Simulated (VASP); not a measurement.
# WSe2 (Pm) in VASP: single point with PBE+D3(BJ)

Aim: the single point of WSe2 with PBE+D3(BJ).

Everything below comes from runs of VASP 6.6.1. Logs are shortened: lines on timing, memory, paths and dates and some standing lists are left out, and cuts for length are marked.

## Step 1: The cell of the first run

The structure is monoclinic, space group Pm (No. 6). The conventional cell has a = 3.279 Å, b = 12.789 Å, c = 3.279 Å, α = 90.00°, β = 120.00°, γ = 90.00°. W (site symmetry m) has 6 Se at 2.40 to 2.64 Å and 6 W at 3.28 Å within 3.3 Å. W (site symmetry m) has 6 Se at 2.53 Å and 6 W at 3.28 Å within 3.3 Å. Within 3.7 Å of Se (site symmetry 1) lie 3 W at 2.53 Å and 10 Se at 3.28 to 3.61 Å. Within 3.7 Å of Se (site symmetry 1) lie 3 W at 2.40 to 2.64 Å and 10 Se at 3.28 to 3.61 Å.

## Step 2: Single point, PBE+D3(BJ)

The input, INCAR:

```
SYSTEM = WSe2
  PREC = Accurate
  ENCUT = 520
  EDIFF = 1E-7
  ISMEAR = 0
  SIGMA = 0.05
  LREAL = .FALSE.
  LASPH = .TRUE.
  NELM = 60
  ALGO = Normal
  ISIF = 2
  LWAVE = .FALSE.
  LCHARG = .FALSE.
  GGA = PE
  IVDW = 12
  NBANDS = 35
```

The input, KPOINTS:

```
Automatic mesh
0
G
  12 12 2
  0 0 0
```

The input, POSCAR:

```
WSe2
1.0
    3.2790275604      0.0000000000      0.0000000000
   -1.6395137802      2.8397211670      0.0000000000
    0.0000000000      0.0000000000     12.7886113462
W Se
2 4
Direct
    0.3041917037      0.6453335132      0.2500000000
    0.6666602872      0.3333286632      0.7500000000
    0.3332459753      0.6666027162      0.6182912225
    0.7006814790      0.3582339042      0.1182912225
    0.3332459753      0.6666027162      0.8817087775
    0.7006814790      0.3582339042      0.3817087775
```

Potentials or basis: VASP PAW PBE potentials, release 64 (W_sv, Se).

Started as:

```console
$ cat potpaw_PBE.64/W_sv/POTCAR potpaw_PBE.64/Se/POTCAR > POTCAR
$ mpirun -np 1 vasp_std > vasp.out
```

OUTCAR:

```text
SYSTEM = WSe2
   PREC = Accurate
   ENCUT = 520
   EDIFF = 1E-7
   ISMEAR = 0
   LREAL = .FALSE.
   LASPH = .TRUE.
   NELM = 60
   ISIF = 2
   GGA = PE
   IVDW = 12
 IVDW          = 12

 ion  position               nearest neighbor table
   1  0.304  0.645  0.250-   4 2.40   6 2.40   4 2.58   6 2.58   4 2.64   6 2.64
   2  0.667  0.333  0.750-   3 2.53   5 2.53   3 2.53   5 2.53   3 2.53   5 2.53
   3  0.333  0.667  0.618-   2 2.53   2 2.53   2 2.53
   4  0.701  0.358  0.118-   1 2.40   1 2.58   1 2.64
   5  0.333  0.667  0.882-   2 2.53   2 2.53   2 2.53
   6  0.701  0.358  0.382-   1 2.40   1 2.58   1 2.64

  LATTYP: Found a hexagonal cell.
 ALAT       =     3.2790275604
 C/A-ratio  =     3.9001231648

  Lattice vectors:

 A1 = (   3.2790275604,   0.0000000000,   0.0000000000)
 A2 = (  -1.6395137802,   2.8397211670,   0.0000000000)
 A3 = (   0.0000000000,   0.0000000000,  12.7886113462)

Analysis of symmetry for initial positions (statically):
=====================================================================
 Subroutine PRICEL returns:
 Original cell was already a primitive cell.

 Routine SETGRP: Setting up the symmetry group for a
 hexagonal supercell.

 Subroutine GETGRP returns: Found  2 space group operations
 (whereof  1 operations were pure point group operations)
 out of a pool of 24 trial point group operations.

The static configuration has the point symmetry C_1 .
 The point group associated with its full space group is C_1h.

Analysis of symmetry for dynamics (positions and initial velocities):
=====================================================================
 Subroutine PRICEL returns:
 Original cell was already a primitive cell.

 Routine SETGRP: Setting up the symmetry group for a
 hexagonal supercell.

 Subroutine GETGRP returns: Found  2 space group operations
 (whereof  1 operations were pure point group operations)
 out of a pool of 24 trial point group operations.

The dynamic configuration has the point symmetry C_1 .
 The point group associated with its full space group is C_1h.

 Subroutine INISYM returns: Found  2 space group operations
 (whereof  1 operations are pure point group operations),
 and found     1 'primitive' translations

----------------------------------------------------------------------------------------

                                     Primitive cell

  volume of cell :     119.0815

  direct lattice vectors                    reciprocal lattice vectors
[... 99 lines left out ...]
   IBRION =     -1    ionic relax: 0-MD 1-quasi-New 2-CG
   NFREE  =      0    steps in history (QN), initial steepest desc. (CG)
   ISIF   =      2    stress and relaxation
   ISYM   =      2    0-nonsym 1-usesym 2-fastsym
   POTIM  = 0.5000    time-step for ionic-motion
   TEBEG  =    0.0;   TEEND  =   0.0 temperature during run
   PSTRESS=    0.0 pullay stress
   NELECT =      52.0000    total number of electrons
   NUPDOWN=      -1.0000    fix difference up-down
   EMIN   =  10.00;   EMAX   =-10.00  energy-range for DOS
   EFERMI =   0.00;   METHOD = LEGACY
   ISMEAR =     0;   SIGMA  =   0.05  broadening in eV -4-tet -1-fermi 0-gaus
   EFERMI_NEDOS =   21; number of points for ismear=-14 and -15
   IALGO  =     38    algorithm
   IMIX   =      4    mixing-type and parameters
     AMIX     =   0.40;   BMIX     =  1.00
     AMIX_MAG =   1.60;   BMIX_MAG =  1.00
  volume/ion in A,a.u.               =      19.85       133.93
  Fermi-wavevector in a.u.,A,eV,Ry     =   1.242018  2.347074 20.988466  1.542609
  Thomas-Fermi vector in A             =   2.376391
   LORBIT       =      0    0 simple, 1 ext, 2 COOP (PROOUT), +10 PAW based schemes
   GGA     = PE    functional components
   LHFCALC =     F    Hartree Fock is set to
   AEXX    =    0.0000 exact exchange contribution
   IVDW    =    12    specifies the selected vdW correction
   LEPSILON=     F    determine dielectric tensor
   LRPA    =     F    only Hartree local field effects (RPA)
 non-spin polarized calculation
 Gauss-broadening in eV      SIGMA  =   0.05
  energy-cutoff  :      520.00
  volume of cell :      119.08
 maximum number of plane-waves:      3248
   NGX = 13   NGY = 13   NGZ = 47

 number of electron      51.9999994 magnetization

 Free energy of the ion-electron system (eV)
  ---------------------------------------------------
  ext. energy  EPLUGINS =         0.00000000
  ---------------------------------------------------
  free energy    TOTEN  =       -42.75410740 eV

  energy without entropy =      -42.75410740  energy(sigma->0) =      -42.75410740

 E-fermi :   6.7410     XC(G=0): -10.8961

 val. band max:        6.4896306964   @ k =   0.0000   0.0000   0.0000
 cond. band min:       7.3502674144   @ k =  -0.1667   0.3333   0.0000
 fundamental gap:      0.8606367179
 Fermi energy:         6.7410195395

 k-point     1 :       0.0000    0.0000    0.0000
  band No.  band energies     occupation
      1     -67.8232      2.00000
      2     -67.7979      2.00000
      3     -32.0799      2.00000
      4     -32.0740      2.00000
      5     -31.9370      2.00000
      6     -31.9366      2.00000
[... 901 lines left out ...]
     34      10.5387      0.00000
     35      13.1556      0.00000

 [... further k-points ...]

------------------------ aborting loop because EDIFF is reached ----------------------------------------

 Edisp (eV)   -2.85299

 E8    (eV) :    -1.2726

  FORCE on cell =-STRESS in cart. coord.  units (eV):
  Direction    XX          YY          ZZ          XY          YZ          ZX
  --------------------------------------------------------------------------------------
  -------------------------------------------------------------------------------------
  Total       1.65811    -0.38379     1.64924     0.97613     0.00000     0.00000
  in kB      22.30896    -5.16366    22.18964    13.13334     0.00000     0.00000
  external pressure =       13.11 kB  Pullay stress =        0.00 kB

 VOLUME and BASIS-vectors are now :
 -----------------------------------------------------------------------------
  energy-cutoff  :      520.00
  volume of cell :      119.08
      direct lattice vectors                 reciprocal lattice vectors
     3.279027560  0.000000000  0.000000000     0.304968464  0.176073625  0.000000000
    -1.639513780  2.839721167  0.000000000     0.000000000  0.352147250  0.000000000
     0.000000000  0.000000000 12.788611346     0.000000000  0.000000000  0.078194573

 POSITION                                       TOTAL-FORCE (eV/Angst)
 -----------------------------------------------------------------------------------
     -0.06058      1.83257      3.19715         2.564936      2.369336      0.000000
      1.63950      0.94656      9.59146         0.003078      0.001820      0.000000
     -0.00018      1.89297      7.90709         0.001186      0.002619     -0.048459
      1.71022      1.01728      1.51278        -1.285193     -1.188197     -0.458929
     -0.00018      1.89297     11.27583         0.001186      0.002619      0.048459
      1.71022      1.01728      4.88153        -1.285193     -1.188197      0.458929
 -----------------------------------------------------------------------------------
    total drift:                               -0.000282     -0.000141      0.000000

  FREE ENERGIE OF THE ION-ELECTRON SYSTEM (eV)
  ---------------------------------------------------
  free  energy   TOTEN  =       -45.6071019273 eV

  energy  without entropy=      -45.6071019273  energy(sigma->0) =      -45.60710193
```

OSZICAR:

```text
N       E                     dE             d eps       ncg     rms          rms(c)
DAV:   1     0.500812774938E+03    0.50081E+03   -0.27958E+04 11440   0.145E+03
DAV:   2    -0.126450616969E+02   -0.51346E+03   -0.49615E+03 11942   0.392E+02
DAV:   3    -0.439416957230E+02   -0.31297E+02   -0.30674E+02 12675   0.906E+01
DAV:   4    -0.446333156985E+02   -0.69162E+00   -0.68799E+00 12436   0.138E+01
DAV:   5    -0.446418813571E+02   -0.85657E-02   -0.85533E-02 12430   0.168E+00    0.301E+01
DAV:   6    -0.431550658964E+02    0.14868E+01   -0.59089E+00 11513   0.160E+01    0.108E+01
DAV:   7    -0.429482109985E+02    0.20685E+00   -0.29904E+00 10792   0.830E+00    0.577E+00
DAV:   8    -0.427525970475E+02    0.19561E+00   -0.43465E-01 11292   0.446E+00    0.134E+00
DAV:   9    -0.427561269807E+02   -0.35299E-02   -0.66439E-02 12255   0.125E+00    0.950E-01
DAV:  10    -0.427541058807E+02    0.20211E-02   -0.13804E-02 11387   0.792E-01    0.117E-01
DAV:  11    -0.427541074192E+02   -0.15385E-05   -0.11286E-03 11369   0.211E-01    0.111E-01
DAV:  12    -0.427541044935E+02    0.29257E-05   -0.96722E-05 12302   0.491E-02    0.105E-01
DAV:  13    -0.427541043097E+02    0.18372E-06   -0.86372E-05 11571   0.591E-02    0.120E-02
DAV:  14    -0.427541073537E+02   -0.30439E-05   -0.55386E-06 11893   0.150E-02    0.412E-03
DAV:  15    -0.427541073954E+02   -0.41694E-07   -0.82103E-07 10418   0.466E-03
   1 F= -.45607102E+02 E0= -.45607102E+02  d E =-.102961E-14
```

It took 5.4 min on 1 thread of Intel Xeon Platinum 8559C (Emerald Rapids), shared host; peak memory 0.58 GiB.

What came out:

| Quantity | Value |
| --- | --- |
| Free energy | -45.6071 eV |
| Pressure | 1.3 GPa |
| Largest force | 3.492 eV/Å |
| Band gap on the k mesh | 0.86 eV (least direct gap 1.53 eV) |
| Dispersion energy per atom | -0.475 eV |

Forces on the atoms (eV/Å):
```
W    2.565  2.369  0.000
W    0.003  0.002  0.000
Se   0.001  0.003 -0.048
Se  -1.285 -1.188 -0.459
Se   0.001  0.003  0.048
Se  -1.285 -1.188  0.459
```

Levels at points of the mesh, in eV from the valence-band top:
```csv
k point,band 22,band 23,band 24,band 25,band 26,band 27,band 28,band 29,band 30,band 31
"(0.00, 0.00, 0.00)",-1.47,-1.17,-0.92,-0.66,0.00,1.80,2.26,2.69,2.69,2.81
"(0.50, 0.00, 0.00)",-2.43,-1.74,-1.35,-1.27,-0.94,2.10,2.21,2.34,2.72,3.10
"(0.00, 0.50, 0.00)",-2.25,-1.69,-1.37,-1.20,-0.63,2.18,2.21,2.34,2.61,2.74
"(0.50, 0.50, 0.00)",-2.32,-1.88,-1.38,-1.21,-0.49,2.15,2.21,2.35,2.56,2.75
"(0.00, 0.00, 0.50)",-1.47,-1.46,-0.68,-0.22,-0.17,1.80,2.28,2.68,2.71,2.82
"(0.50, 0.00, 0.50)",-2.63,-1.66,-1.33,-1.19,-1.04,2.10,2.20,2.54,2.58,3.37
"(0.00, 0.50, 0.50)",-2.30,-1.67,-1.36,-1.19,-0.65,2.20,2.24,2.55,2.57,2.78
"(0.50, 0.50, 0.50)",-2.41,-1.86,-1.35,-1.19,-0.51,2.18,2.20,2.54,2.60,2.71
```

Caveat: spin-orbit coupling is left out, which moves the levels of the heavy elements; forces of over 1 eV/Å act on the atoms, so gaps and moduli don't describe the material at rest. A k mesh can miss the band edges.
